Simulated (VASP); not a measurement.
A run of VASP 6.6.1 is set up as follows.

INCAR

```
ALGO = Normal
EDIFF = 1E-6
ENCUT = 520
GGA = PE
ISIF = 2
ISMEAR = -1
LASPH = True
LCHARG = True
LELF = True
LREAL = False
LVHAR = True
LWAVE = False
NBANDS = 16
NELM = 100
PREC = Accurate
SIGMA = 0.2
```

Contents of KPOINTS:

```
k-points
0
Gamma
  9 9 8
```

POSCAR

```
WC
1.0
    2.9065000000      0.0000000000      0.0000000000
   -1.4532500000      2.5171028400      0.0000000000
    0.0000000000      0.0000000000      2.8366000000
W C
1 1
Direct
    0.0000000000      0.0000000000      0.0000000000
    0.6666666667      0.3333333333      0.5000000000
```

Potentials or basis: VASP PAW PBE potentials, release 64 (W_sv, C).

Command:

```console
$ cat potpaw_PBE.64/W_sv/POTCAR potpaw_PBE.64/C/POTCAR > POTCAR
$ mpirun -np 1 vasp_std > vasp.out
```

Question: What does it give for the pressure?

Answer: 6.8 GPa.

Question: What does it give for the band gap on the k mesh?

Answer: Zero (band 9 reaches 11.72 eV, above the bottom of band 10 at 10.50 eV).

Stress tensor (GPa, compression positive):
```
7.19 0.00 0.00
0.00 7.19 0.00
0.00 0.00 6.15
```

Caveat: spin-orbit coupling is left out, which moves the levels of the heavy elements.
